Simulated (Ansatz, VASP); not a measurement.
**Two plane-wave programs on AlCoC4N4**

INCAR

```
SYSTEM = AlCoC4N4
PREC     = Accurate       ! precision mode
ENCUT    = 520            ! plane-wave cutoff, eV
EDIFF    = 1E-7           ! SCF threshold, eV
ISMEAR   = 0              ! smearing method
SIGMA    = 0.1            ! smearing width, eV
LREAL    = .FALSE.        ! projectors in reciprocal space
LASPH    = .TRUE.         ! aspherical terms in the spheres
NELM     = 150            ! most SCF steps
ALGO     = Normal         ! electronic algorithm
ISIF     = 2              ! what is computed and relaxed
LWAVE    = .FALSE.        ! write WAVECAR
LCHARG   = .FALSE.        ! write CHGCAR
ISPIN    = 2              ! spin polarisation
MAGMOM   = 0 3 0 0 0 0 0 0 0 0 ! initial moments
LORBIT   = 11             ! projections on sites
LMAXMIX  = 4              ! l up to which the mixer works
GGA      = PE             ! functional
NBANDS   = 39             ! bands
```

The input KPOINTS:

```
Automatic mesh
0
G
  4 4 4
  0 0 0
```

File POSCAR:

```
AlCoC4N4
1.0
    5.8341244700      0.0000000000      0.0000000000
    0.0000000000      5.8341244700      0.0000000000
    0.0000000000      0.0000000000      5.8341244700
Al Co C N
1 1 4 4
Direct
    0.0000000000      0.0000000000      0.0000000000
    0.5000000000      0.5000000000      0.5000000000
    0.1855517100      0.1855517100      0.1855517100
    0.1855517100      0.8144482900      0.8144482900
    0.8144482900      0.1855517100      0.8144482900
    0.8144482900      0.8144482900      0.1855517100
    0.3013359700      0.3013359700      0.3013359700
    0.3013359700      0.6986640300      0.6986640300
    0.6986640300      0.3013359700      0.6986640300
    0.6986640300      0.6986640300      0.3013359700
```

Input for Ansatz:

```yaml
crystal:
  lattice:
    - [5.83412447, 0.0, 0.0]
    - [0.0, 5.83412447, 0.0]
    - [0.0, 0.0, 5.83412447]
  atoms:
    - { symbol: Al, position: [0.0, 0.0, 0.0] }
    - { symbol: Co, position: [0.5, 0.5, 0.5], spin: 3.0 }
    - { symbol: C, position: [0.18555171, 0.18555171, 0.18555171] }
    - { symbol: C, position: [0.18555171, 0.81444829, 0.81444829] }
    - { symbol: C, position: [0.81444829, 0.18555171, 0.81444829] }
    - { symbol: C, position: [0.81444829, 0.81444829, 0.18555171] }
    - { symbol: "N", position: [0.30133597, 0.30133597, 0.30133597] }
    - { symbol: "N", position: [0.30133597, 0.69866403, 0.69866403] }
    - { symbol: "N", position: [0.69866403, 0.30133597, 0.69866403] }
    - { symbol: "N", position: [0.69866403, 0.69866403, 0.30133597] }
basis:
  ecutwfc: 420
kpoints:
  mp_grid: { grid: [4, 4, 4] }
hamiltonian:
  xc: pbe
scf:
  occupations: { method: gaussian, width: 0.1 }
  lower_state_search: "off"
output:
  forces: true
  stress: true
  eigenvalues: true
  populations: true
magnetization:
  spin_polarized: true
```

Alike in both runs: task single point; functional PBE; k mesh 4 × 4 × 4; occupations gaussian, width 0.1 eV; collinear spin.

|  | VASP | Ansatz |
| --- | --- | --- |
| version | VASP 6.6.1 | Ansatz 0.2.0 |
| potentials or method | VASP PAW PBE potentials, release 64 (Al, Co, C, N), cutoff 520 eV | scalar-relativistic, plane waves, PAW |
| valence electrons in the cell | 48 | 56 |

Ansatz gave:

| Item | Value |
| --- | --- |
| gap on the k mesh at the Fermi level (eV) | none |
| pressure (GPa) | 1.2 |
| rms of the force components (eV/Å) | 0.749 |
| net moment per atom (μB) | 0.20 |
| size of the moment on the site where the two differ most (μB) | 1.89 |

Q: Which values does VASP return?

A: gap on the k mesh at the Fermi level (eV): none; pressure (GPa): 1.5; rms of the force components (eV/Å): 0.674; net moment per atom (μB): 0.20; size of the moment on the site where the two differ most (μB): 2.01.

Site moments also hang on the region over which each program counts them. Atom by atom the forces differ by 0.186 eV/Å (rms over components). A gap of «none» marks a metal or a gap that the smearing closes. With one functional, cell and mesh, what is left measures potentials, basis and numerics. VASP's potentials hold 48 valence electrons a cell and Ansatz's 56, so a difference there can come from the potentials and not from the codes.

Noted on VASP's run: the standard files for N, O and F lose accuracy on very short bonds.
